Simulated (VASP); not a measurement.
The system is CdS.

```
Cd S
1.0
     0.00000    2.75324    2.75324
     2.75324    0.00000    2.75324
     2.75324    2.75324    0.00000
Cd S
1 1
Direct
  0.00000 0.00000 0.00000
  0.50000 0.50000 0.50000
```

```yaml
Program: VASP 6.6.1
Task: relaxation of cell and atoms
Functional: revPBE
Dispersion: D3(BJ)
Potentials_or_basis: VASP PAW PBE potentials, release 64 (Cd_sv_GW, S)
Cutoff: 540 eV
k_mesh: 8 × 8 × 8
Occupations: fermi-dirac, width 0.05 eV
Spin: no spin polarisation
```

At the start: pressure -5.6 GPa; volume 20.87 Å³/atom.

Task: Where does the relaxation end?

Result: Over 3 steps the energy falls by 27.0 meV/atom and the volume is 19.42 Å³/atom (-6.9 %); space group Fm-3m (No. 225, to 0.05 Å).

The path:
```tsv
step	energy change (eV)	largest force (eV/Å)	pressure (GPa)	volume (Å³)
1	0.0000	0.0000	-5.58	41.74
2	-0.0398	0.0000	3.49	37.50
3	-0.0539	0.0000	0.00	38.85
```

Final structure:
```
CELL_PARAMETERS angstrom
0.00000 2.68809 2.68809
2.68809 0.00000 2.68809
2.68809 2.68809 0.00000
ATOMIC_POSITIONS crystal
Cd 0.00000 0.00000 0.00000
S 0.50000 0.50000 0.50000
```

Caveat: the PAW data sets were made with another functional, which shifts forces and pressure a little.
